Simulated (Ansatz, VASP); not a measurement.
**Mn in VASP and in Ansatz**

INCAR

```
SYSTEM = Mn
PREC = Accurate
ENCUT = 520
EDIFF = 1E-8
ISMEAR = -1
SIGMA = 0.05
LREAL = .FALSE.
LASPH = .TRUE.
NELM = 150
ALGO = Normal
ISIF = 2
LWAVE = .FALSE.
LCHARG = .FALSE.
ISPIN = 2
MAGMOM = 4
LORBIT = 11
LMAXMIX = 4
GGA = PE
LEFG = .TRUE.
NBANDS = 16
```

File KPOINTS:

```
Automatic mesh
0
G
  16 16 16
  0 0 0
```

The input POSCAR:

```
Mn
1.0
    0.0000000000      1.9315000000      1.9315000000
    1.9315000000      0.0000000000      1.9315000000
    1.9315000000      1.9315000000      0.0000000000
Mn
1
Direct
    0.0000000000      0.0000000000      0.0000000000
```

Input for Ansatz:

```yaml
crystal:
  lattice:
    - [0.0, 1.9315, 1.9315]
    - [1.9315, 0.0, 1.9315]
    - [1.9315, 1.9315, 0.0]
  atoms:
    - { symbol: Mn, position: [0.0, 0.0, 0.0], spin: 4.0 }
magnetization:
  spin_polarized: true
kpoints:
  mp_grid: { grid: [16, 16, 16] }
  band_path:
    path:
      - [0.0, 0.0, 0.0]
      - [0.5, 0.0, 0.5]
      - [0.625, 0.25, 0.625]
      - [0.375, 0.375, 0.75]
      - [0.0, 0.0, 0.0]
      - [0.5, 0.5, 0.5]
      - [0.5, 0.25, 0.75]
      - [0.5, 0.0, 0.5]
    npoints: 8
scf:
  occupations: { method: fermi_dirac, width: 0.05 }
hamiltonian:
  xc: pbe
  pseudopotentials: { kind: all_electron, datasets: crystal }
output:
  forces: true
  stress: true
  eigenvalues: true
  efg: { contact_densities: true }
```

Alike in both runs: task electric field gradients; functional PBE; k mesh 16 × 16 × 16; occupations fermi-dirac, width 0.05 eV; collinear spin.

|  | VASP | Ansatz |
| --- | --- | --- |
| version | VASP 6.6.1 | Ansatz 0.2.0 |
| potentials or method | VASP PAW PBE potentials, release 64 (Mn_pv), cutoff 520 eV | all-electron PAW with datasets made for the crystal, scalar-relativistic |

Ansatz gave:

```
pressure (GPa)                                                : -16.2
net moment per atom (μB)                                      : 2.67
size of the moment on the site where the two differ most (μB) : 2.63
```

Q: What did VASP give for the same quantities?

A: Pressure (GPa): -12.1; net moment per atom (μB): 2.88; size of the moment on the site where the two differ most (μB): 2.82.

The net moments are unlike, so the other rows may belong to different states. Site moments also hang on the region over which each program counts them. Ansatz ran all-electron here, and VASP with PAW potentials. Ansatz's warnings: band levels unverified.
